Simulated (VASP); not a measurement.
A run of VASP 6.6.1:

The input INCAR:

```
  PREC = Accurate
  ENCUT = 600
  EDIFF = 1E-6
  ISMEAR = 0
  SIGMA = 0.1
  LREAL = F
  LASPH = T
  NELM = 100
  ALGO = Normal
  ISIF = 3
  LWAVE = F
  LCHARG = F
  IBRION = 2
  NSW = 80
  EDIFFG = -0.03
```

Contents of KPOINTS:

```
regular mesh
0
Gamma
  14 14 13
```

Contents of POSCAR:

```
Mo
1.0
    2.7355100000      0.0000000000      0.0000000000
   -1.3677550000      2.3690210000      0.0000000000
    0.0000000000      0.0000000000      2.5551810000
Mo
1
Direct
    0.0000000000      0.0000000000      0.5000000000
```

Potentials or basis: VASP PAW LDA potentials, release 64 (Mo_sv).

Run with:

```sh
$ cat potpaw_LDA.64/Mo_sv/POTCAR > POTCAR
$ mpirun -np 1 vasp_std > vasp.out
```

Hardware: 1 thread of Intel Xeon 6975P-C, with other jobs on the host.

Q: How long does it take, and how much memory?

A: Run time: 49 s on 1 thread of Intel Xeon 6975P-C (shared host), peak memory 0.16 GiB. Counts: scf iterations 42, k points 168, ion steps 6.
